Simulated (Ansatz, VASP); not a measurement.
# ZrC: VASP beside Ansatz

INCAR

```
SYSTEM = ZrC
PREC = Accurate
ENCUT = 520
EDIFF = 1E-8
ISMEAR = -1
SIGMA = 0.05
LREAL = .FALSE.
LASPH = .TRUE.
NELM = 60
ALGO = Normal
ISIF = 2
LWAVE = .FALSE.
LCHARG = .FALSE.
GGA = PS
LEFG = .TRUE.
NBANDS = 15
```

File KPOINTS:

```
Automatic mesh
0
G
  15 15 15
  0 0 0
```

The input POSCAR:

```
ZrC
1.0
    0.0000000000      2.3580180640      2.3580180640
    2.3580180640      0.0000000000      2.3580180640
    2.3580180640      2.3580180640      0.0000000000
Zr C
1 1
Direct
    0.5000000000      0.5000000000      0.5000000000
    0.0000000000      0.0000000000      0.0000000000
```

Input for Ansatz:

```yaml
crystal:
  lattice:
    - [0.0, 2.358018064, 2.358018064]
    - [2.358018064, 0.0, 2.358018064]
    - [2.358018064, 2.358018064, 0.0]
  atoms:
    - { symbol: Zr, position: [0.5, 0.5, 0.5] }
    - { symbol: C, position: [0.0, 0.0, 0.0] }
kpoints:
  mp_grid: { grid: [15, 15, 15] }
scf:
  occupations: { method: fermi_dirac, width: 0.05 }
hamiltonian:
  xc: pbesol
  pseudopotentials: { kind: all_electron, datasets: crystal }
output:
  forces: true
  stress: true
  eigenvalues: true
  efg: { contact_densities: true }
```

Change from the starting cell: volume scaled by 1.01, crystal datasets.

Alike in both runs: task electric field gradients; functional PBEsol; k mesh 15 × 15 × 15; occupations fermi-dirac, width 0.05 eV; no spin polarisation.

|  | VASP | Ansatz |
| --- | --- | --- |
| version | VASP 6.6.1 | Ansatz 0.2.0 |
| potentials or method | VASP PAW PBE potentials, release 64 (Zr_sv, C), cutoff 520 eV | all-electron PAW with datasets made for the crystal, scalar-relativistic |

Ansatz gave:

| Quantity | Value |
| --- | --- |
| pressure (GPa) | -6.6 |

Estimate VASP's values.

pressure (GPa): -6.4.

VASP's potentials were made for PBE, not for PBEsol. Ansatz ran all-electron here, and VASP with PAW potentials.
